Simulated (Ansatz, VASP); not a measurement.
**Two plane-wave programs on BAs**

```
B As
1.0
     0.00000    2.38850    2.38850
     2.38850    0.00000    2.38850
     2.38850    2.38850    0.00000
B As
1 1
Direct
  0.00000 0.00000 0.00000
  0.25000 0.25000 0.25000
```

Alike in both runs: functional r2SCAN; k mesh 13 × 13 × 13; occupations fermi-dirac, width 0.05 eV; no spin polarisation.

Ansatz relaxed the structure, and its values are those at the end. VASP's run is a single point on that final structure, the one shown.

```csv
,VASP,Ansatz
version,VASP 6.6.1,Ansatz 0.2.0
potentials or method,"VASP PAW PBE potentials, release 64 (B, As)","PAW with Ansatz's default frozen-core files, scalar-relativistic"
plane-wave cutoff (eV),520,500
valence electrons in the cell,8,18
```

|  | VASP | Ansatz | Ansatz less VASP |
| --- | --- | --- | --- |
| pressure (GPa) | 0.9 | 0.6 | -0.25 |

VASP's potentials were made for PBE, not for r2SCAN. VASP's potentials hold 8 valence electrons a cell and Ansatz's 18, so a difference there can come from the potentials and not from the codes. Ansatz's warnings: stress scf threshold loose.
